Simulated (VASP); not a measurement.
**PbO2: single point with PBEsol**

The system is PbO2.

```
Pb O
1.0
     0.00000    2.61532    2.61532
     2.61532    0.00000    2.61532
     2.61532    2.61532    0.00000
Pb O
1 2
Direct
  0.00000 0.00000 0.00000
  0.75000 0.75000 0.75000
  0.25000 0.25000 0.25000
```

```yaml
Program: VASP 6.6.1
Task: single point
Functional: PBEsol
Potentials_or_basis: VASP PAW PBE potentials, release 64 (Pb_d, O)
Cutoff: 520 eV
k_mesh: 9 × 9 × 9
Occupations: fermi-dirac, width 0.05 eV
Spin: no spin polarisation
```

```yaml
Pressure: 10.3 GPa
Band_gap_on_the_k_mesh: zero (bands 13 and 14 overlap by 1.38 eV)
```

Levels at points of the mesh, in eV from the Fermi level:
```csv
k point,band 11,band 12,band 13,band 14,band 15,band 16
"(0.00, 0.00, 0.00)",-2.03,-1.45,-1.45,-1.45,7.08,7.08
```

Wall time 18 s on 1 thread of Intel(R) Xeon(R) 6975P-C (Granite Rapids) (shared host), peak memory 0.16 GiB.

Caveat: the cell stands under pressure; the PAW data sets were made with another functional, which shifts forces and pressure a little; spin-orbit coupling is left out, which moves the levels of the heavy elements.
